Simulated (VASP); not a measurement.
# Ti in VASP: a series of runs, part 2 of 2

VASP 6.6.1.

### Step 3. Single point, PBE

This run uses another cell than the first one, of 17.38 Å³/atom.

Input file INCAR:

```
SYSTEM = Ti
ALGO = Normal ; EDIFF = 1E-6
ENCUT = 520 ; GGA = PE
ISIF = 2 ; ISMEAR = 0
ISYM = 0 ; LASPH = .TRUE.
LCHARG = .TRUE. ; LELF = .TRUE.
LREAL = .FALSE. ; LVHAR = .TRUE.
LWAVE = .FALSE. ; NBANDS = 12
NELM = 100 ; PREC = Accurate
SIGMA = 0.1
```

Input file KPOINTS:

```
k-points
0
G
  12 12 14
  0 0 0
```

Input file POSCAR:

```
Ti
1.0
    2.9076478643      0.0000000000      0.0000000000
   -1.4538239322      2.5180969158      0.0000000000
    1.4538239322      0.8393656386      2.3740845398
Ti
1
Direct
    0.0000000000      0.0000000000      0.0000000000
```

Potentials or basis: VASP PAW PBE potentials, release 64 (Ti_sv).

On the command line:

```bash
$ cat potpaw_PBE.64/Ti_sv/POTCAR > POTCAR
$ mpirun -np 1 vasp_std > vasp.out
```

OUTCAR:

```text
SYSTEM = Ti
   EDIFF = 1E-6
   ENCUT = 520
   GGA = PE
   ISIF = 2
   ISMEAR = 0
   ISYM = 0
   LASPH = .TRUE.
   LREAL = .FALSE.
   NELM = 100
   PREC = Accurate

 ion  position               nearest neighbor table
   1  0.000  0.000  0.000-

IMPORTANT INFORMATION: All symmetrisations will be switched off!
NOSYMM: (Re-)initialisation of all symmetry stuff for point group C_1.

----------------------------------------------------------------------------------------

                                     Primitive cell

  volume of cell :      17.3824

  direct lattice vectors                    reciprocal lattice vectors
     2.907647864  0.000000000  0.000000000     0.343920601  0.198562651 -0.280809995
    -1.453823932  2.518096916  0.000000000     0.000000000  0.397125303 -0.140404997
     1.453823932  0.839365639  2.374084540     0.000000000  0.000000000  0.421214992

  length of vectors
     2.907647864  2.907647864  2.907647864     0.486377178  0.421214992  0.421214992

  position of ions in fractional coordinates (direct lattice)
     0.000000000  0.000000000  0.000000000

  ion indices of the primitive-cell ions
   primitive index   ion index
                 1           1

----------------------------------------------------------------------------------------

 KPOINTS: k-points

Automatic generation of k-mesh.
 Grid dimensions read from file:
 generate k-points for:   12   12   14

 Generating k-lattice:

  Cartesian coordinates                     Fractional coordinates (reciprocal lattice)
     0.028660050  0.016546888 -0.023400833     0.083333333  0.000000000  0.000000000
     0.000000000  0.033093775 -0.011700416     0.000000000  0.083333333  0.000000000
     0.000000000  0.000000000  0.030086785     0.000000000  0.000000000  0.071428571

  Length of vectors
     0.040531431  0.035101249  0.030086785

  Shift w.r.t. Gamma in fractional coordinates (k-lattice)
[... 95 lines left out ...]
  volume/ion in A,a.u.               =      17.38       117.30
  Fermi-wavevector in a.u.,A,eV,Ry     =   1.446878  2.734202 28.483179  2.093455
  Thomas-Fermi vector in A             =   2.564896
   LORBIT       =      0    0 simple, 1 ext, 2 COOP (PROOUT), +10 PAW based schemes
   GGA     = PE    functional components
   LHFCALC =     F    Hartree Fock is set to
   AEXX    =    0.0000 exact exchange contribution
   IVDW    =     0    specifies the selected vdW correction
   LEPSILON=     F    determine dielectric tensor
   LRPA    =     F    only Hartree local field effects (RPA)
 non-spin polarized calculation
 Gauss-broadening in eV      SIGMA  =   0.10
  energy-cutoff  :      520.00
  volume of cell :       17.38
 maximum number of plane-waves:       489
 NGX is ok and might be reduce to    24
   NGX = 11   NGY = 11   NGZ = 11

 number of electron      12.0000002 magnetization

 Free energy of the ion-electron system (eV)
  ---------------------------------------------------
  ext. energy  EPLUGINS =         0.00000000
  ---------------------------------------------------
  free energy    TOTEN  =        -7.78255456 eV

  energy without entropy =       -7.77406008  energy(sigma->0) =       -7.77830732

 E-fermi :   8.2111     XC(G=0): -11.4950

 val. band max:        8.2096535197   @ k =   0.3333   0.0000   0.3571
 cond. band min:       8.2118068876   @ k =  -0.0833   0.0833   0.3571
 fundamental gap:      0.0021533679
 Fermi energy:         8.2110999793

 k-point     1 :       0.0000    0.0000    0.0000
  band No.  band energies     occupation
      1     -48.5019      2.00000
      2     -24.3625      2.00000
      3     -24.3621      2.00000
      4     -24.3614      2.00000
      5       2.1167      2.00000
      6       9.0845      0.00000
      7       9.0851      0.00000
      8       9.0852      0.00000
      9      10.7135      0.00000
     10      10.7140      0.00000
     11      23.4532      0.00000
     12      27.9254      0.00000
[... 331 lines left out ...]
 k-point    24 :       0.3333    0.1667    0.0000
  band No.  band energies     occupation
      1     -48.3510      2.00000
      2     -24.9167      2.00000
      3     -24.6396      2.00000
      4     -24.5593      2.00000
      5       6.0726      2.00000
      6       6.8886      2.00000
      7       9.2271      0.00000
      8      10.9255      0.00000
      9      11.9085      0.00000
     10      13.1792      0.00000
     11      18.2042      0.00000
     12      19.8929      0.00000

 [... further k-points ...]
[... 5 lines left out ...]
  --------------------------------------------------------------------------------------
  -------------------------------------------------------------------------------------
  Total       -0.0228968     -0.0218687     -0.0318642     -0.0008898     -0.0016987     -0.0029434
  in kB       -2.1104537     -2.0156859     -2.9369942     -0.0820190     -0.1565739     -0.2713012
  external PRESSURE =      -2.3543779 kB  Pullay stress =       0.0000000 kB

 VOLUME and BASIS-vectors are now :
 -----------------------------------------------------------------------------
  energy-cutoff  :      520.00
  volume of cell :       17.38
      direct lattice vectors                 reciprocal lattice vectors
     2.907647864  0.000000000  0.000000000     0.343920601  0.198562651 -0.280809995
    -1.453823932  2.518096916  0.000000000     0.000000000  0.397125303 -0.140404997
     1.453823932  0.839365639  2.374084540     0.000000000  0.000000000  0.421214992

 POSITION                                       TOTAL-FORCE (eV/Angst)
 -----------------------------------------------------------------------------------
      0.00000      0.00000      0.00000         0.000000      0.000000      0.000000
 -----------------------------------------------------------------------------------
    total drift:                                0.000000      0.000000      0.000000

  FREE ENERGIE OF THE ION-ELECTRON SYSTEM (eV)
  ---------------------------------------------------
  free  energy   TOTEN  =        -7.7825545618 eV

  energy  without entropy=       -7.7740600793  energy(sigma->0) =       -7.77830732
```

stdout:

```text
POSCAR found type information on POSCAR Ti
 POSCAR found :  1 types and       1 ions
 scaLAPACK will be used
 LDA part: xc-table for (Slater+PW92), standard interpolation
 -----------------------------------------------------------------------------
|                                                                             |
|           W    W    AA    RRRRR   N    N  II  N    N   GGGG   !!!           |
|           W    W   A  A   R    R  NN   N  II  NN   N  G    G  !!!           |
|           W    W  A    A  R    R  N N  N  II  N N  N  G       !!!           |
|           W WW W  AAAAAA  RRRRR   N  N N  II  N  N N  G  GGG   !            |
|           WW  WW  A    A  R   R   N   NN  II  N   NN  G    G                |
|           W    W  A    A  R    R  N    N  II  N    N   GGGG   !!!           |
|                                                                             |
|     Your reciprocal lattice and k-lattice belong to different lattice       |
|     classes:                                                                |
|                                                                             |
|        The reciprocal lattice is body-centered cubic,                       |
|        whereas your k-lattice is base-centered monoclinic.                  |
|                                                                             |
|     Results are often still useful ...                                      |
|                                                                             |
 -----------------------------------------------------------------------------

 POSCAR, INCAR and KPOINTS ok, starting setup
 FFT: planning ... GRIDC
 FFT: planning ... GRID_SOFT
 FFT: planning ... GRID
 WAVECAR not read
 entering main loop
```

Run time: 3 min. Hardware: 1 thread of AMD EPYC 7R13, shared host; peak memory 0.28 GiB.

Results:

| Property | Result |
| --- | --- |
| Free energy | -7.7826 eV |
| Pressure | -0.2 GPa |
| Band gap on the k mesh | zero (bands 6 and 7 overlap by 1.28 eV) |

Levels at points of the mesh, in eV from the Fermi level:
| k point | band 2 | band 3 | band 4 | band 5 | band 6 | band 7 | band 8 | band 9 | band 10 | band 11 |
| --- | --- | --- | --- | --- | --- | --- | --- | --- | --- | --- |
| (0.00, 0.00, 0.00) | -32.57 | -32.57 | -32.57 | -6.09 | 0.87 | 0.87 | 0.87 | 2.50 | 2.50 | 15.24 |
| (0.50, 0.00, 0.00) | -33.19 | -32.81 | -32.81 | -2.57 | -1.70 | 2.84 | 3.56 | 3.84 | 3.84 | 10.53 |
| (0.00, 0.50, 0.00) | -33.24 | -32.66 | -32.66 | -2.58 | 0.63 | 0.76 | 0.76 | 3.57 | 3.57 | 8.15 |
| (0.50, 0.50, 0.00) | -33.24 | -32.66 | -32.66 | -2.58 | 0.63 | 0.76 | 0.76 | 3.57 | 3.57 | 8.15 |
| (0.00, 0.00, 0.50) | -33.24 | -32.66 | -32.66 | -2.58 | 0.63 | 0.76 | 0.76 | 3.57 | 3.57 | 8.15 |
| (0.50, 0.00, 0.50) | -33.24 | -32.66 | -32.66 | -2.58 | 0.63 | 0.76 | 0.76 | 3.57 | 3.57 | 8.16 |
| (0.00, 0.50, 0.50) | -33.19 | -32.81 | -32.81 | -2.57 | -1.70 | 2.84 | 3.56 | 3.84 | 3.84 | 10.53 |
| (0.50, 0.50, 0.50) | -33.19 | -32.81 | -32.81 | -2.57 | -1.70 | 2.84 | 3.56 | 3.84 | 3.84 | 10.53 |
